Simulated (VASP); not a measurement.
# Pt (P6_3/mmc) in VASP: a series of runs

The runs below take Pt through single point, with LDA.

All numbers are computed with VASP 6.6.1; they aren't measurements. Logs are shortened: lines on timing, memory, paths and dates and some standing lists are left out, and cuts for length are marked.

### 1 The cell of the first run

Symmetry: P6_3/mmc, No. 194, hexagonal system. The conventional cell has a = 2.708 Å, b = 2.708 Å, c = 4.677 Å, α = 90.00°, β = 90.00°, γ = 120.00°. Pt (site symmetry -6m2) has 12 Pt at 2.71 to 2.81 Å within 3.6 Å.

This isn't the form of Pt at room conditions, which is fcc.

### 2 Single point, LDA, collinear spin (14.85 Å³/atom)

The input, INCAR:

```
ALGO = Fast
EDIFF = 1E-6
ENCUT = 520
GGA = CA
ISIF = 2
ISMEAR = 0
ISPIN = 2
LASPH = True
LCHARG = False
LMAXMIX = 4
LORBIT = 11
LREAL = False
LWAVE = False
MAGMOM = 0.2 0.2
NBANDS = 21
NELM = 150
NUPDOWN = 0.4
PREC = Accurate
SIGMA = 0.15
```

The input, KPOINTS:

```
k-points
0
Gamma
  21 21 10
```

The input, POSCAR:

```
Pt
1.0
    2.7082945876      0.0000000000      0.0000000000
   -1.3541472938      2.3454519138      0.0000000000
    0.0000000000      0.0000000000      4.6765103647
Pt
2
Direct
    0.6666666667      0.3333333333      0.7500000000
    0.3333333333      0.6666666667      0.2500000000
```

Potentials or basis: VASP PAW LDA potentials, release 64 (Pt).

Run with:

```sh
cat potpaw_LDA.64/Pt/POTCAR > POTCAR
mpirun -np 1 vasp_std > vasp.out
```

OUTCAR:

```text
EDIFF = 1E-6
   ENCUT = 520
   GGA = CA
   ISIF = 2
   ISMEAR = 0
   ISPIN = 2
   LASPH = True
   LORBIT = 11
   LREAL = False
   NELM = 150
   NUPDOWN = 0.4
   PREC = Accurate

 ion  position               nearest neighbor table
   1  0.667  0.333  0.750-   2 2.81   2 2.81   2 2.81   2 2.81   2 2.81   2 2.81
   2  0.333  0.667  0.250-   1 2.81   1 2.81   1 2.81   1 2.81   1 2.81   1 2.81

  LATTYP: Found a hexagonal cell.
 ALAT       =     2.7082945876
 C/A-ratio  =     1.7267362222

  Lattice vectors:

 A1 = (   2.7082945876,   0.0000000000,   0.0000000000)
 A2 = (  -1.3541472938,   2.3454519138,   0.0000000000)
 A3 = (   0.0000000000,   0.0000000000,   4.6765103647)

Analysis of symmetry for initial positions (statically):
=====================================================================
 Subroutine PRICEL returns:
 Original cell was already a primitive cell.

 Routine SETGRP: Setting up the symmetry group for a
 hexagonal supercell.

 Subroutine GETGRP returns: Found 24 space group operations
 (whereof 12 operations were pure point group operations)
 out of a pool of 24 trial point group operations.

The static configuration has the point symmetry D_3d.
 The point group associated with its full space group is D_6h.

Analysis of symmetry for dynamics (positions and initial velocities):
=====================================================================
 Subroutine PRICEL returns:
 Original cell was already a primitive cell.

 Routine SETGRP: Setting up the symmetry group for a
 hexagonal supercell.

 Subroutine GETGRP returns: Found 24 space group operations
 (whereof 12 operations were pure point group operations)
 out of a pool of 24 trial point group operations.

The dynamic configuration has the point symmetry D_3d.
 The point group associated with its full space group is D_6h.

Analysis of structural, dynamic, and magnetic symmetry:
=====================================================================
 Subroutine PRICEL returns:
 Original cell was already a primitive cell.

 Routine SETGRP: Setting up the symmetry group for a
 hexagonal supercell.

 Subroutine GETGRP returns: Found 24 space group operations
 (whereof 12 operations were pure point group operations)
 out of a pool of 24 trial point group operations.

The overall configuration has the point symmetry D_3d.
 The point group associated with its full space group is D_6h.

 Subroutine INISYM returns: Found 24 space group operations
 (whereof 12 operations are pure point group operations),
 and found     1 'primitive' translations

----------------------------------------------------------------------------------------

                                     Primitive cell

  volume of cell :      29.7060

  direct lattice vectors                    reciprocal lattice vectors
     2.708294588  0.000000000  0.000000000     0.369236052  0.213178534  0.000000000
    -1.354147294  2.345451914  0.000000000     0.000000000  0.426357068  0.000000000
     0.000000000  0.000000000  4.676510365     0.000000000  0.000000000  0.213834659

  length of vectors
     2.708294588  2.708294588  4.676510365     0.426357068  0.426357068  0.213834659

  position of ions in fractional coordinates (direct lattice)
     0.666666667  0.333333333  0.750000000
     0.333333333  0.666666667  0.250000000

  ion indices of the primitive-cell ions
   primitive index   ion index
                 1           1
                 2           2

----------------------------------------------------------------------------------------

 KPOINTS: k-points

Automatic generation of k-mesh.
 Grid dimensions read from file:
 generate k-points for:   21   21   10

 Generating k-lattice:

  Cartesian coordinates                     Fractional coordinates (reciprocal lattice)
     0.017582669  0.010151359  0.000000000     0.047619048 -0.000000000  0.000000000
     0.000000000  0.020302718  0.000000000     0.000000000  0.047619048  0.000000000
     0.000000000  0.000000000  0.021383466     0.000000000  0.000000000  0.100000000

  Length of vectors
     0.020302718  0.020302718  0.021383466

  Shift w.r.t. Gamma in fractional coordinates (k-lattice)
     0.000000000  0.000000000  0.000000000

 Subroutine IBZKPT returns following result:
 ===========================================

 Found    288 irreducible k-points:

 Following reciprocal coordinates:
            Coordinates               Weight
  0.000000  0.000000  0.000000      1.000000
  0.047619  0.000000  0.000000      6.000000
  0.095238  0.000000  0.000000      6.000000
  0.142857  0.000000  0.000000      6.000000
  0.190476  0.000000  0.000000      6.000000
  0.238095  0.000000  0.000000      6.000000
[... 16 lines left out ...]
  0.142857  0.095238  0.000000     12.000000
  0.190476  0.095238  0.000000     12.000000
 [... further k-points ...]
   k-points           NKPTS =    288   k-points in BZ     NKDIM =    288   number of bands    NBANDS=     21
   number of dos      NEDOS =    301   number of ions     NIONS =      2
   total plane-waves  NPLWV =  14400
   dimension x,y,z NGX =    20 NGY =   20 NGZ =   36
   dimension x,y,z NGXF=    40 NGYF=   40 NGZF=   72
   ions per type =               2
   NGX,Y,Z   is equivalent  to a cutoff of  12.28, 12.28, 12.80 a.u.
   NGXF,Y,Z  is equivalent  to a cutoff of  24.55, 24.55, 25.60 a.u.
 SYSTEM =  unknown system
   PREC   = accura    normal or accurate (medium, high low for compatibility)
   ISTART =      0    job   : 0-new  1-cont  2-samecut
   ICHARG =      2    charge: 1-file 2-atom 10-const
   ISPIN  =      2    spin polarized calculation?
   LNONCOLLINEAR =      F non collinear calculations
   LSORBIT =      F    spin-orbit coupling
   LASPH  =      T    aspherical Exc in radial PAW
   ENCUT  =  520.0 eV  38.22 Ry    6.18 a.u.   5.04  5.04  8.70*2*pi/ulx,y,z
   NELM   =    150;   NELMIN=  2; NELMDL= -5     # of ELM steps
   EDIFF  = 0.1E-05   stopping-criterion for ELM
   LREAL  =      F    real-space projection
   EDIFFG = 0.1E-04   stopping-criterion for IOM
   NSW    =      0    number of steps for IOM
   IBRION =     -1    ionic relax: 0-MD 1-quasi-New 2-CG
   NFREE  =      0    steps in history (QN), initial steepest desc. (CG)
   ISIF   =      2    stress and relaxation
   ISYM   =      2    0-nonsym 1-usesym 2-fastsym
[... 16 lines left out ...]
   LORBIT       =     11    0 simple, 1 ext, 2 COOP (PROOUT), +10 PAW based schemes
   GGA     = CA    functional components
   LHFCALC =     F    Hartree Fock is set to
   AEXX    =    0.0000 exact exchange contribution
   IVDW    =     0    specifies the selected vdW correction
   LEPSILON=     F    determine dielectric tensor
   LRPA    =     F    only Hartree local field effects (RPA)
 spin polarized calculation
 RMM-DIIS sequential band-by-band and
 Gauss-broadening in eV      SIGMA  =   0.15
  energy-cutoff  :      520.00
  volume of cell :       29.71
 maximum number of plane-waves:       825
   NGX = 11   NGY = 11   NGZ = 17

 number of electron      20.0000001 magnetization       0.4000000

 Free energy of the ion-electron system (eV)
  ---------------------------------------------------
  ext. energy  EPLUGINS =         0.00000000
  ---------------------------------------------------
  free energy    TOTEN  =       -14.88943573 eV

  energy without entropy =      -14.85052741  energy(sigma->0) =      -14.86998157

 E-fermi :  11.3677     XC(G=0): -13.7717

 val. band max:       11.4649453679   @ k =   0.2857   0.2857   0.4000
 cond. band min:      11.3694975496   @ k =   0.1905   0.0476   0.1000
 fundamental gap:     -0.0954478183
 Fermi energy:        11.4705069344

 spin component 1

 k-point     1 :       0.0000    0.0000    0.0000
  band No.  band energies     occupation
      1       0.9958      1.00000
      2       3.6843      1.00000
      3       7.0142      1.00000
      4       7.5697      1.00000
      5       7.5697      1.00000
      6       7.9854      1.00000
[... 13 lines left out ...]
     20      33.9633      0.00000
     21      35.4698      0.00000

 k-point     2 :       0.0476    0.0000    0.0000
  band No.  band energies     occupation
      1       1.0833      1.00000
      2       3.7656      1.00000
      3       7.0072      1.00000
      4       7.5628      1.00000
      5       7.6385      1.00000
      6       7.9391      1.00000
[... 13 lines left out ...]
     20      34.0670      0.00000
     21      36.6140      0.00000

 k-point     3 :       0.0952    0.0000    0.0000
  band No.  band energies     occupation
      1       1.3408      1.00000
      2       3.9990      1.00000
      3       6.9473      1.00000
      4       7.5809      1.00000
      5       7.8296      1.00000
      6       7.8426      1.00000
[... 13 lines left out ...]
     20      34.3745      0.00000
     21      36.6775      0.00000
[... 457 lines left out ...]
 k-point    23 :       0.1429    0.0952    0.0000
  band No.  band energies     occupation
      1       2.5207      1.00000
      2       4.9384      1.00000
      3       6.4933      1.00000
      4       7.1787      1.00000
      5       7.3526      1.00000
      6       8.0317      1.00000
[... 13 lines left out ...]
     20      33.5555      0.00000
     21      35.5968      0.00000

 k-point    24 :       0.1905    0.0952    0.0000
  band No.  band energies     occupation
      1       3.1260      1.00000
      2       5.2054      1.00000
      3       6.4491      1.00000
      4       6.6354      1.00000
      5       7.2186      1.00000
      6       8.0291      1.00000
[... 13 lines left out ...]
     20      32.9742      0.00000
     21      33.8915      0.00000

 [... further k-points ...]

 spin component 2

 k-point     1 :       0.0000    0.0000    0.0000
  band No.  band energies     occupation
      1       1.0395      1.00000
      2       3.7627      1.00000
      3       7.1299      1.00000
      4       7.6767      1.00000
      5       7.6767      1.00000
      6       8.0949      1.00000
[... 13 lines left out ...]
     20      34.0098      0.00000
     21      35.5027      0.00000

 k-point     2 :       0.0476    0.0000    0.0000
  band No.  band energies     occupation
      1       1.1270      1.00000
      2       3.8442      1.00000
      3       7.1217      1.00000
      4       7.6705      1.00000
      5       7.7456      1.00000
      6       8.0481      1.00000
[... 13 lines left out ...]
     20      34.1137      0.00000
     21      36.6514      0.00000

 k-point     3 :       0.0952    0.0000    0.0000
  band No.  band energies     occupation
      1       1.3846      1.00000
      2       4.0784      1.00000
      3       7.0580      1.00000
      4       7.6909      1.00000
      5       7.9377      1.00000
      6       7.9502      1.00000
[... 13 lines left out ...]
     20      34.4214      0.00000
     21      36.7332      0.00000
[... 457 lines left out ...]
 k-point    23 :       0.1429    0.0952    0.0000
  band No.  band energies     occupation
      1       2.5658      1.00000
      2       5.0229      1.00000
      3       6.5938      1.00000
      4       7.2611      1.00000
      5       7.4557      1.00000
      6       8.1473      1.00000
[... 13 lines left out ...]
     20      33.6110      0.00000
     21      35.6211      0.00000

 k-point    24 :       0.1905    0.0952    0.0000
  band No.  band energies     occupation
      1       3.1731      1.00000
      2       5.2940      1.00000
      3       6.5453      1.00000
      4       6.7189      1.00000
      5       7.3202      1.00000
      6       8.1333      1.00000
[... 13 lines left out ...]
     20      33.0263      0.00000
     21      33.9509      0.00000

 [... further k-points ...]
[... 5 lines left out ...]
  --------------------------------------------------------------------------------------
  -------------------------------------------------------------------------------------
  Total        0.3176244      0.3176244     -0.0308885     -0.0000000      0.0000000      0.0000000
  in kB       17.1308948     17.1308948     -1.6659552     -0.0000000      0.0000000      0.0000000
  external PRESSURE =      10.8652781 kB  Pullay stress =       0.0000000 kB

 VOLUME and BASIS-vectors are now :
 -----------------------------------------------------------------------------
  energy-cutoff  :      520.00
  volume of cell :       29.71
      direct lattice vectors                 reciprocal lattice vectors
     2.708294588  0.000000000  0.000000000     0.369236052  0.213178534  0.000000000
    -1.354147294  2.345451914  0.000000000     0.000000000  0.426357068  0.000000000
     0.000000000  0.000000000  4.676510365     0.000000000  0.000000000  0.213834659

 POSITION                                       TOTAL-FORCE (eV/Angst)
 -----------------------------------------------------------------------------------
      1.35415      0.78182      3.50738         0.000000      0.000000      0.000000
     -0.00000      1.56363      1.16913        -0.000000      0.000000      0.000000
 -----------------------------------------------------------------------------------
    total drift:                               -0.000000      0.000000     -0.000000

  FREE ENERGIE OF THE ION-ELECTRON SYSTEM (eV)
  ---------------------------------------------------
  free  energy   TOTEN  =       -14.8894357341 eV

  energy  without entropy=      -14.8505274106  energy(sigma->0) =      -14.86998157

 total charge

# of ion       s       p       d       tot
------------------------------------------
    1        0.651   0.633   8.071   9.355
    2        0.651   0.633   8.071   9.355
--------------------------------------------------
tot          1.302   1.266  16.141  18.710

 magnetization (x)

# of ion       s       p       d       tot
------------------------------------------
    1        0.001   0.000   0.195   0.196
    2        0.001   0.000   0.195   0.196
--------------------------------------------------
tot          0.003   0.000   0.389   0.392
```

Run time: 2.9 min. Hardware: 1 thread of AMD EPYC 9R45 (Zen 5), shared host; peak memory 0.29 GiB.

What came out:

```
Free energy                                           : -14.8894 eV
Pressure                                              : 1.1 GPa
Net moment                                            : 0.40 μB per cell
Site moments                                          : Pt +0.20 μB
Valence electrons inside the program's atomic spheres : Pt 9.36
```

Caveat: spin-orbit coupling is left out, which moves the levels of the heavy elements; the total moment is fixed, so each spin has its own Fermi level.

### 3 Single point, LDA, collinear spin (12.85 Å³/atom)

This run uses another cell than the first one, of 12.85 Å³/atom.

The input, INCAR:

```
PREC = Accurate
ENCUT = 520
EDIFF = 1E-6
ISMEAR = 0
SIGMA = 0.15
LREAL = F
LASPH = T
NELM = 150
ALGO = Normal
ISIF = 2
LWAVE = F
LCHARG = F
ISPIN = 2
MAGMOM = 0.1 0.1
LORBIT = 11
NUPDOWN = 0.2
LMAXMIX = 4
GGA = CA
NBANDS = 21
```

The input, KPOINTS:

```
Automatic mesh
0
Gamma
  21 21 10
```

The input, POSCAR:

```
Pt
1.0
    2.5804946569      0.0000000000      0.0000000000
   -1.2902473284      2.2347739272      0.0000000000
    0.0000000000      0.0000000000      4.4558335951
Pt
2
Direct
    0.6666666667      0.3333333333      0.7500000000
    0.3333333333      0.6666666667      0.2500000000
```

Potentials or basis: VASP PAW LDA potentials, release 64 (Pt).

Run with:

```sh
cat potpaw_LDA.64/Pt/POTCAR > POTCAR
mpirun -np 1 vasp_std > vasp.out
```

Run time: 1.7 min. Hardware: 1 thread of Intel Xeon 6975P-C (Granite Rapids), shared host; peak memory 0.29 GiB.

Results (log left out):

```
Free energy                                           : -14.1676 eV
Pressure                                              : 66.1 GPa
Net moment                                            : 0.20 μB per cell
Site moments                                          : Pt +0.10 μB
Valence electrons inside the program's atomic spheres : Pt 9.83
```

Stress tensor (GPa, compression positive):
```
69.17  0.00  0.00
 0.00 69.17  0.00
 0.00  0.00 59.94
```

Caveat: the cell stands under pressure; spin-orbit coupling is left out, which moves the levels of the heavy elements; the total moment is fixed, so each spin has its own Fermi level.

### 4 Single point, LDA, collinear spin (12.85 Å³/atom)

This run uses another cell than the first one, of 12.85 Å³/atom.

The input, INCAR:

```
PREC     = Accurate       # precision mode
ENCUT    = 520            # plane-wave cutoff, eV
EDIFF    = 1E-7           # SCF threshold, eV
ISMEAR   = 0              # smearing method
SIGMA    = 0.15           # smearing width, eV
LREAL    = F              # projectors in reciprocal space
LASPH    = T              # aspherical terms in the spheres
NELM     = 150            # most SCF steps
ALGO     = Fast           # electronic algorithm
ISIF     = 2              # what is computed and relaxed
LWAVE    = F              # write WAVECAR
LCHARG   = T              # write CHGCAR
ISPIN    = 2              # spin polarisation
MAGMOM   = 0.3 0.3        # initial moments
LORBIT   = 11             # projections on sites
NUPDOWN  = 0.6            # fixed moment
LMAXMIX  = 4              # l up to which the mixer works
LELF     = T              # ELF
LVHAR    = T            
NBANDS   = 21             # bands
```

The input, KPOINTS:

```
regular mesh
0
Gamma
  21 21 10
```

POSCAR is that of step 3.

Run with:

```sh
cat potpaw_LDA.64/Pt/POTCAR > POTCAR
mpirun -np 1 vasp_std > vasp.out
```

Run time: 2.2 min. Hardware: 1 thread of Intel Xeon 6975P-C (Granite Rapids), shared host; peak memory 0.3 GiB.

The run converged. Its results:

| Item | Value |
| --- | --- |
| Free energy | -14.1346 eV |
| Pressure | 66.7 GPa |
| Net moment | 0.60 μB per cell |
| Site moments | Pt +0.29 μB |
| Valence electrons inside the program's atomic spheres | Pt 9.83 |

Stress tensor (GPa, compression positive):
```
70.50  0.00  0.00
 0.00 70.50  0.00
 0.00  0.00 59.14
```

Caveat: the cell stands under pressure; spin-orbit coupling is left out, which moves the levels of the heavy elements; the total moment is fixed, so each spin has its own Fermi level.

### 5 Single point, LDA, collinear spin (16.86 Å³/atom)

This run uses another cell than the first one, of 16.86 Å³/atom.

The input, INCAR:

```
PREC = Accurate
ENCUT = 520
EDIFF = 1E-7
ISMEAR = 0
SIGMA = 0.15
LREAL = F
LASPH = T
NELM = 150
ALGO = Normal
ISIF = 2
LWAVE = F
LCHARG = T
ISPIN = 2
MAGMOM = 0.3 0.3
LORBIT = 11
NUPDOWN = 0.6
LMAXMIX = 4
GGA = CA
LELF = T
LVHAR = T
NBANDS = 21
```

The input, KPOINTS:

```
Automatic mesh
0
Gamma
  21 21 10
```

The input, POSCAR:

```
Pt
1.0
    2.8250521638      0.0000000000      0.0000000000
   -1.4125260819      2.4465669409      0.0000000000
    0.0000000000      0.0000000000      4.8781199007
Pt
2
Direct
    0.6666666667      0.3333333333      0.7500000000
    0.3333333333      0.6666666667      0.2500000000
```

Run with:

```sh
cat potpaw_LDA.64/Pt/POTCAR > POTCAR
mpirun -np 1 vasp_std > vasp.out
```

It took 2 min on 1 thread of Intel Xeon 6975P-C (Granite Rapids), shared host; peak memory 0.36 GiB.

Results (log left out):

```yaml
Free_energy: -14.5168 eV
Pressure: -26.3 GPa
Net_moment: 0.60 μB per cell
Site_moments: Pt +0.30 μB
Valence_electrons_inside_the_program's_atomic_spheres: Pt 9.05
```

Stress tensor (GPa, compression positive):
```
-26.75   0.00   0.00
  0.00 -26.75   0.00
  0.00   0.00 -25.42
```

Caveat: the cell stands under tension; spin-orbit coupling is left out, which moves the levels of the heavy elements; the total moment is fixed, so each spin has its own Fermi level.

### 6 The runs side by side

| fixed moment (μB) | cell | pressure (GPa) | moment (μB) |
| --- | --- | --- | --- |
| 0.4 | a = 2.708, b = 2.708, c = 4.677 Å, angles 90.0, 90.0, 120.0°, 2 atoms | 1.1 | 0.40 |
| 0.2 | a = 2.580, b = 2.580, c = 4.456 Å, angles 90.0, 90.0, 120.0°, 2 atoms | 66.1 | 0.20 |
| 0.6 | a = 2.580, b = 2.580, c = 4.456 Å, angles 90.0, 90.0, 120.0°, 2 atoms | 66.7 | 0.60 |
| 0.6 | a = 2.825, b = 2.825, c = 4.878 Å, angles 90.0, 90.0, 120.0°, 2 atoms | -26.3 | 0.60 |

Alike in all rows: task single point; level LDA; potentials or basis VASP PAW LDA potentials, release 64 (Pt); spin collinear; k mesh 21 × 21 × 10; cutoff (eV) 520; smearing gaussian 0.15 eV.

Caveats: spin-orbit coupling is left out, which moves the levels of the heavy elements; the total moment is fixed, so each spin has its own Fermi level; the cell stands under pressure (at least some runs); the cell stands under tension (at least some runs).

Total energies depend on the potentials used, so only differences within one code and one set of settings carry meaning.
